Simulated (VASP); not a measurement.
# SnTe (Fm-3m) in VASP: a series of runs

The runs below take SnTe through vibrations by perturbation theory, dielectric tensor, elastic constants, with PBEsol.

All numbers are computed with VASP 6.6.1; they aren't measurements. Logs are shortened: lines on timing, memory, paths and dates and some standing lists are left out, and cuts for length are marked.

## (1) The cell of the first run

Symmetry: Fm-3m, No. 225, cubic system. Conventional cell: a = 6.302 Å, b = 6.302 Å, c = 6.302 Å, α = 90.00°, β = 90.00°, γ = 90.00°. Within 4.1 Å of Te (site symmetry m-3m) lie 6 Sn at 3.15 Å. Sn (site symmetry m-3m) has 6 Te at 3.15 Å within 4.1 Å.

## (2) Vibrations by perturbation theory, PBEsol

Input file INCAR:

```
SYSTEM = SnTe
ALGO = Normal ; EDIFF = 1E-8
ENCUT = 520 ; GGA = PS
IBRION = 8 ; ISIF = 2
ISMEAR = 0 ; LASPH = .TRUE.
LCHARG = .FALSE. ; LEPSILON = .TRUE.
LREAL = .FALSE. ; LWAVE = .FALSE.
NELM = 80 ; NSW = 1
PREC = Accurate ; SIGMA = 0.01
```

Input file KPOINTS:

```
k-points
0
G
  6 6 6
  0 0 0
```

Input file POSCAR:

```
SnTe
1.0
    0.0000000000      3.1508500000      3.1508500000
    3.1508500000      0.0000000000      3.1508500000
    3.1508500000      3.1508500000      0.0000000000
Te Sn
1 1
Direct
    0.5000000000      0.5000000000      0.5000000000
    0.0000000000      0.0000000000      0.0000000000
```

Potentials or basis: VASP PAW PBE potentials, release 64 (Te, Sn_d).

Command:

```console
$ cat potpaw_PBE.64/Te/POTCAR potpaw_PBE.64/Sn_d/POTCAR > POTCAR
$ mpirun -np 1 vasp_std > vasp.out
```

OUTCAR:

```text
SYSTEM = SnTe
   EDIFF = 1E-8
   ENCUT = 520
   GGA = PS
   IBRION = 8
   ISIF = 2
   ISMEAR = 0
   LASPH = .TRUE.
   LEPSILON = .TRUE.
   LREAL = .FALSE.
   NELM = 80
   NSW = 1
   PREC = Accurate

 ion  position               nearest neighbor table
   1  0.500  0.500  0.500-   2 3.15   2 3.15   2 3.15   2 3.15   2 3.15   2 3.15
   2  0.000  0.000  0.000-   1 3.15   1 3.15   1 3.15   1 3.15   1 3.15   1 3.15

  LATTYP: Found a face centered cubic cell.
 ALAT       =     6.3017000000

  Lattice vectors:

 A1 = (   0.0000000000,   3.1508500000,   3.1508500000)
 A2 = (   3.1508500000,   0.0000000000,   3.1508500000)
 A3 = (   3.1508500000,   3.1508500000,   0.0000000000)

Analysis of symmetry for initial positions (statically):
=====================================================================
 Subroutine PRICEL returns:
 Original cell was already a primitive cell.

 Routine SETGRP: Setting up the symmetry group for a
 face centered cubic supercell.

 Subroutine GETGRP returns: Found 48 space group operations
 (whereof 48 operations were pure point group operations)
 out of a pool of 48 trial point group operations.

The static configuration has the point symmetry O_h .

Analysis of symmetry for dynamics (positions and initial velocities):
=====================================================================
 Subroutine PRICEL returns:
 Original cell was already a primitive cell.

 Routine SETGRP: Setting up the symmetry group for a
 face centered cubic supercell.

 Subroutine GETGRP returns: Found 48 space group operations
 (whereof 48 operations were pure point group operations)
 out of a pool of 48 trial point group operations.

The dynamic configuration has the point symmetry O_h .

 Subroutine INISYM returns: Found 48 space group operations
 (whereof 48 operations are pure point group operations),
 and found     1 'primitive' translations

----------------------------------------------------------------------------------------

                                     Primitive cell

  volume of cell :      62.5624

  direct lattice vectors                    reciprocal lattice vectors
     0.000000000  3.150850000  3.150850000    -0.158687338  0.158687338  0.158687338
     3.150850000  0.000000000  3.150850000     0.158687338 -0.158687338  0.158687338
     3.150850000  3.150850000  0.000000000     0.158687338  0.158687338 -0.158687338

  length of vectors
     4.455974803  4.455974803  4.455974803     0.274854533  0.274854533  0.274854533

  position of ions in fractional coordinates (direct lattice)
     0.500000000  0.500000000  0.500000000
     0.000000000  0.000000000  0.000000000

  ion indices of the primitive-cell ions
   primitive index   ion index
                 1           1
                 2           2

----------------------------------------------------------------------------------------

 KPOINTS: k-points

Automatic generation of k-mesh.
 Grid dimensions read from file:
 generate k-points for:    6    6    6

 Generating k-lattice:

[... 410 lines left out ...]

 Free energy of the ion-electron system (eV)
  ---------------------------------------------------
  ---------------------------------------------------
  free energy    TOTEN  =       -35.03252898 eV

  energy without entropy =      -35.03252898

------------------------ aborting loop because EDIFF is reached ----------------------------------------

--------------------------------------- Ionic step        2  -------------------------------------------

------------------------ aborting loop because EDIFF is reached ----------------------------------------

--------------------------------------- Ionic step        3  -------------------------------------------

------------------------ aborting loop because EDIFF is reached ----------------------------------------

 PIEZOELECTRIC TENSOR FIELD DIRECTION 3  (e Angst)
 -----------------------------------------------------------------------------
     0.02770  0.00000 -0.00000           (  0.00002  0.00000  0.00000)
     0.00000  0.02770  0.00000           (  0.00000  0.00002 -0.00000)
    -0.00000  0.00000 -0.04874           (  0.00000 -0.00000 -0.00000)

 PIEZOELECTRIC TENSOR FIELD DIRECTION 3  (C/m^2)
 -----------------------------------------------------------------------------
     0.00709  0.00000 -0.00000
     0.00000  0.00709  0.00000
    -0.00000  0.00000 -0.01248

--------------------------------------- Ionic step        4  -------------------------------------------

------------------------ aborting loop because EDIFF is reached ----------------------------------------

[... ionic steps 5 to 6 ...]

--------------------------------------- Ionic step        7  -------------------------------------------

 Free energy of the ion-electron system (eV)
  ---------------------------------------------------
  ---------------------------------------------------
  free energy    TOTEN  =        -0.22049039 eV

  energy without entropy =       -0.22049039

------------------------ aborting loop because EDIFF is reached ----------------------------------------

 INTERNAL STRAIN TENSOR  FOR ION    2  DIRECTION 1   (eV/Angst):
 -----------------------------------------------------------------------------
     0.00928 -0.00000  0.00000
    -0.00000 -0.00125  0.00000
     0.00000  0.00000 -0.00125

 MACROSCOPIC STATIC DIELECTRIC TENSOR (including local field effects in DFT)
 ------------------------------------------------------
         200.985228     0.000000    -0.000000
           0.000000   200.985228    -0.000000
           0.000000     0.000000   200.985228
 ------------------------------------------------------

 PIEZOELECTRIC TENSOR (including local field effects)  for field in x, y, z        (e  Angst)
          XX          YY          ZZ          XY          YZ          ZX
  --------------------------------------------------------------------------------
  x     0.00000     0.00000     0.00000     0.00000     0.00000     0.00000
  y     0.00000     0.00000     0.00000     0.00000     0.00000     0.00000
  z     0.00000     0.00000     0.00000     0.00000     0.00000     0.00000

 PIEZOELECTRIC TENSOR (including local field effects)  for field in x, y, z        (C/m^2)
          XX          YY          ZZ          XY          YZ          ZX
  --------------------------------------------------------------------------------
  x     0.00000     0.00000     0.00000     0.00000     0.00000     0.00000
  y     0.00000     0.00000     0.00000     0.00000     0.00000     0.00000
  z     0.00000     0.00000     0.00000     0.00000     0.00000     0.00000

 BORN EFFECTIVE CHARGES (including local field effects) (in |e|, cummulative output)
 ---------------------------------------------------------------------------------
 ion    1
    1   -13.61800     0.00000     0.00000
    2     0.00000   -13.61800     0.00000
    3     0.00000     0.00000   -13.61800
 ion    2
    1    13.61800     0.00000     0.00000
    2     0.00000    13.61800     0.00000
    3     0.00000     0.00000    13.61800

 INTERNAL STRAIN TENSOR FOR ION    2 for displacements in x,y,z  (eV/Angst):
          X           Y           Z          XY          YZ          ZX
  --------------------------------------------------------------------------------
  x     0.00000     0.00000     0.00000     0.00000     0.00000     0.00000
  y     0.00000     0.00000     0.00000     0.00000     0.00000     0.00000
  z     0.00000     0.00000     0.00000     0.00000     0.00000     0.00000

 SECOND DERIVATIVES (NOT SYMMETRIZED)
 ------------------------------------
               1X          1Y          1Z          2X          2Y          2Z
  1X     0.647694    0.000000    0.000000   -0.647694    0.000000    0.000000
  1Y     0.000000    0.647694    0.000000    0.000000   -0.647694    0.000000
  1Z     0.000000    0.000000    0.647694    0.000000    0.000000   -0.647694
  2X    -0.654729    0.000000    0.000000    0.654729    0.000000    0.000000
  2Y     0.000000   -0.654729    0.000000    0.000000    0.654729    0.000000
  2Z     0.000000    0.000000   -0.654729    0.000000    0.000000    0.654729

 Eigenvectors and eigenvalues of the dynamical matrix
 ----------------------------------------------------

   1 f  =    0.004342 THz     0.027279 2PiTHz    0.144818 cm-1     0.017955 meV
             X         Y         Z           dx          dy          dz
      3.150850  3.150850  3.150850     0.000000   -0.721625    0.000000
      0.000000  0.000000  0.000000     0.000000   -0.692284    0.000000
[... 21 lines left out ...]
   6 f/i=    1.608895 THz    10.108983 2PiTHz   53.666949 cm-1     6.653851 meV
             X         Y         Z           dx          dy          dz
      3.150850  3.150850  3.150850    -0.692284    0.000000    0.000000
      0.000000  0.000000  0.000000     0.721625    0.000000    0.000000

--------------------------------------------------------------------------------------------------------

 MACROSCOPIC STATIC DIELECTRIC TENSOR IONIC CONTRIBUTION
 ------------------------------------------------------
           0.000000     0.000000     0.000000
           0.000000     0.000000     0.000000
           0.000000     0.000000     0.000000
 ------------------------------------------------------

 ELASTIC MODULI CONTR FROM IONIC RELAXATION (kBar)
 Direction    XX          YY          ZZ          XY          YZ          ZX
 --------------------------------------------------------------------------------
 XX           0.0000      0.0000      0.0000      0.0000      0.0000      0.0000
 YY           0.0000      0.0000      0.0000      0.0000      0.0000      0.0000
 ZZ           0.0000      0.0000      0.0000      0.0000      0.0000      0.0000
 XY           0.0000      0.0000      0.0000      0.0000      0.0000      0.0000
 YZ           0.0000      0.0000      0.0000      0.0000      0.0000      0.0000
 ZX           0.0000      0.0000      0.0000      0.0000      0.0000      0.0000
 --------------------------------------------------------------------------------

 PIEZOELECTRIC TENSOR IONIC CONTR  for field in x, y, z        (C/m^2)
          XX          YY          ZZ          XY          YZ          ZX
  --------------------------------------------------------------------------------
  x     0.00000     0.00000     0.00000     0.00000     0.00000     0.00000
  y     0.00000     0.00000     0.00000     0.00000     0.00000     0.00000
  z     0.00000     0.00000     0.00000     0.00000     0.00000     0.00000
```

Run time: 4.9 min. Hardware: 1 thread of Intel Xeon Platinum 8488C (Sapphire Rapids), shared host; peak memory 0.29 GiB.

What came out:

| Item | Value |
| --- | --- |
| Electronic dielectric tensor (diagonal) | 200.99 |
| Born charges (mean of the diagonal) | Te -13.62; Sn +13.62 e |
| Highest phonon frequency at Γ, LO-TO splitting left out | 0 cm⁻¹ |
| Most unstable mode | 54i cm⁻¹ |

Phonon frequencies in cm⁻¹ (negative: imaginary):
| q point | frequencies |
| --- | --- |
| (0.000, 0.000, 0.000) | -54 -54 -54 0 0 0 |

Electronic dielectric tensor:
```
200.99   0.00   0.00
  0.00 200.99   0.00
  0.00   0.00 200.99
```

Born effective charge tensors (e):
atom 1, Te
```
-13.62   0.00   0.00
  0.00 -13.62   0.00
  0.00   0.00 -13.62
```
atom 2, Sn
```
13.62  0.00  0.00
 0.00 13.62  0.00
 0.00  0.00 13.62
```

Caveat: some modes are imaginary; spin-orbit coupling is left out, which moves the levels of the heavy elements.

## (3) Dielectric tensor, PBEsol

Input file INCAR:

```
SYSTEM = SnTe
PREC     = Accurate       ! precision mode
ENCUT    = 520            ! plane-wave cutoff, eV
EDIFF    = 1E-8           ! SCF threshold, eV
ISMEAR   = 0              ! smearing method
SIGMA    = 0.01           ! smearing width, eV
LREAL    = .FALSE.        ! projectors in reciprocal space
LASPH    = .TRUE.         ! aspherical terms in the spheres
NELM     = 100            ! most SCF steps
ALGO     = Normal         ! electronic algorithm
ISIF     = 2              ! what is computed and relaxed
LWAVE    = .FALSE.        ! write WAVECAR
LCHARG   = .FALSE.        ! write CHGCAR
GGA      = PS             ! functional
LEPSILON = .TRUE.         ! dielectric tensor by DFPT
```

Input file KPOINTS:

```
Automatic mesh
0
G
  6 6 6
  0 0 0
```

POSCAR is that of step 2.

Potentials or basis: VASP PAW PBE potentials, release 64 (Te, Sn_d).

Command:

```console
$ cat potpaw_PBE.64/Te/POTCAR potpaw_PBE.64/Sn_d/POTCAR > POTCAR
$ mpirun -np 1 vasp_std > vasp.out
```

OUTCAR:

```text
SYSTEM = SnTe
   PREC = Accurate
   ENCUT = 520
   EDIFF = 1E-8
   ISMEAR = 0
   LREAL = .FALSE.
   LASPH = .TRUE.
   NELM = 100
   ISIF = 2
   GGA = PS
   LEPSILON = .TRUE.

 ion  position               nearest neighbor table
   1  0.500  0.500  0.500-   2 3.15   2 3.15   2 3.15   2 3.15   2 3.15   2 3.15
   2  0.000  0.000  0.000-   1 3.15   1 3.15   1 3.15   1 3.15   1 3.15   1 3.15

  LATTYP: Found a face centered cubic cell.
 ALAT       =     6.3017000000

  Lattice vectors:

 A1 = (   0.0000000000,   3.1508500000,   3.1508500000)
 A2 = (   3.1508500000,   0.0000000000,   3.1508500000)
[... 509 lines left out ...]
 -----------------------------------------------------------------------------
     0.00709  0.00000 -0.00000
     0.00000  0.00709  0.00000
    -0.00000  0.00000 -0.01248

 MACROSCOPIC STATIC DIELECTRIC TENSOR (including local field effects in DFT)
 ------------------------------------------------------
         200.985228     0.000000    -0.000000
           0.000000   200.985228    -0.000000
           0.000000     0.000000   200.985228
 ------------------------------------------------------

 PIEZOELECTRIC TENSOR (including local field effects)  for field in x, y, z        (e  Angst)
          XX          YY          ZZ          XY          YZ          ZX
  --------------------------------------------------------------------------------
  x     0.00000     0.00000     0.00000     0.00000     0.00000     0.00000
  y     0.00000     0.00000     0.00000     0.00000     0.00000     0.00000
  z     0.00000     0.00000     0.00000     0.00000     0.00000     0.00000

 PIEZOELECTRIC TENSOR (including local field effects)  for field in x, y, z        (C/m^2)
          XX          YY          ZZ          XY          YZ          ZX
  --------------------------------------------------------------------------------
  x     0.00000     0.00000     0.00000     0.00000     0.00000     0.00000
  y     0.00000     0.00000     0.00000     0.00000     0.00000     0.00000
  z     0.00000     0.00000     0.00000     0.00000     0.00000     0.00000

 BORN EFFECTIVE CHARGES (including local field effects) (in |e|, cummulative output)
 ---------------------------------------------------------------------------------
 ion    1
    1   -13.61800     0.00000     0.00000
    2     0.00000   -13.61800     0.00000
    3     0.00000     0.00000   -13.61800
 ion    2
    1    13.61800     0.00000     0.00000
    2     0.00000    13.61800     0.00000
    3     0.00000     0.00000    13.61800
```

Wall time 3.2 min (1 thread of Intel Xeon Platinum 8488C (Sapphire Rapids), shared host); peak memory 0.27 GiB.

What came out:

```yaml
Band_gap_on_the_k_mesh: 0.14 eV
Electronic_dielectric_tensor_diagonal: 200.99
Born_charges_mean_of_the_diagonal: Te -13.62; Sn +13.62 e
```

Levels at points of the mesh, in eV from the valence-band top:
| k point | band 8 | band 9 | band 10 | band 11 | band 12 | band 13 |
| --- | --- | --- | --- | --- | --- | --- |
| (0.00, 0.00, 0.00) | -2.08 | -2.08 | -2.08 | 3.38 | 3.38 | 3.38 |
| (0.50, 0.00, 0.00) | -1.74 | -1.74 | 0.00 | 0.14 | 0.40 | 0.40 |
| (0.50, 0.50, 0.00) | -5.55 | -3.69 | -3.69 | 2.15 | 4.96 | 4.96 |

Electronic dielectric tensor:
```
200.99   0.00   0.00
  0.00 200.99   0.00
  0.00   0.00 200.99
```

Born effective charge tensors (e):
atom 1, Te
```
-13.62   0.00   0.00
  0.00 -13.62   0.00
  0.00   0.00 -13.62
```
atom 2, Sn
```
13.62  0.00  0.00
 0.00 13.62  0.00
 0.00  0.00 13.62
```

Caveat: the gap is small at this level, which inflates the dielectric constant; semilocal functionals underestimate gaps, and a narrow one can read as zero; spin-orbit coupling is left out, which moves the levels of the heavy elements. A k mesh can miss the band edges.

(Part 1 of 2 ends here.)
